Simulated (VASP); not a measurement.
Here is a VASP 6.6.1 calculation.

INCAR

```
SYSTEM = La
ALGO = All
EDIFF = 1E-6
ENCUT = 500
GGA = CA
GGA_COMPAT = .FALSE.
ISEARCH = 1
ISIF = 2
ISMEAR = -1
KPAR = 4
LASPH = .TRUE.
LCHARG = .FALSE.
LMAXMIX = 6
LREAL = .FALSE.
LWAVE = .FALSE.
NBANDS = 30
NELM = 300
PREC = Accurate
SIGMA = 0.15
```

File KPOINTS:

```
k-points
0
G
  15 15 4
  0 0 0
```

File POSCAR:

```
La
1.0
    3.5999235025      0.0000000000      0.0000000000
   -1.7999617512      3.1176252048      0.0000000000
    0.0000000000      0.0000000000     11.5869334494
La
4
Direct
    0.0000000000      0.0000000000      0.0000000000
    0.0000000000      0.0000000000      0.5000000000
    0.3333333333      0.6666666667      0.2500000000
    0.6666666667      0.3333333333      0.7500000000
```

Potentials or basis: VASP PAW LDA potentials, release 64 (La).

Run with:

```sh
$ cat potpaw_LDA.64/La/POTCAR > POTCAR
$ mpirun -np 4 vasp_std > vasp.out
```

(1) Predict the pressure.

(2) Estimate the band gap on the k mesh.

## Answers

(1) -0.1 GPa.

(2) zero (bands 22 and 23 overlap by 1.22 eV).

Caveat: spin-orbit coupling is left out, which moves the levels of the heavy elements.
